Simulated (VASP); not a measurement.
A run of VASP 6.6.1:

File INCAR:

```
ALGO = Normal ; EDIFF = 1E-7
ENCUT = 520 ; GGA = PE
ISIF = 2 ; ISMEAR = 0
LASPH = T ; LCHARG = T
LELF = T ; LREAL = F
LVHAR = T ; LWAVE = F
NBANDS = 11 ; NELM = 80
PREC = Accurate ; SIGMA = 0.05
```

File KPOINTS:

```
k-points
0
Gamma
  10 10 10
```

Contents of POSCAR:

```
AlN
1.0
    0.0000000000      2.2015871044      2.2015871044
    2.2015871044      0.0000000000      2.2015871044
    2.2015871044      2.2015871044      0.0000000000
Al N
1 1
Direct
    0.0000000000      0.0000000000      0.0000000000
    0.7074170834      0.7925829166      0.7925829166
```

Potentials or basis: VASP PAW PBE potentials, release 64 (Al, N).

The run is started by

```console
$ cat potpaw_PBE.64/Al/POTCAR potpaw_PBE.64/N/POTCAR > POTCAR
$ mpirun -np 1 vasp_std > vasp.out
```

Hardware: 1 thread of AMD EPYC 9R45 96-Core Processor (Zen 5), on a shared host.

Estimate the wall time of this run.

Run time: 18 s on 1 thread of AMD EPYC 9R45 96-Core Processor (Zen 5), with other jobs on the host, peak memory 0.13 GiB. Counts: scf iterations 13, k points 171.
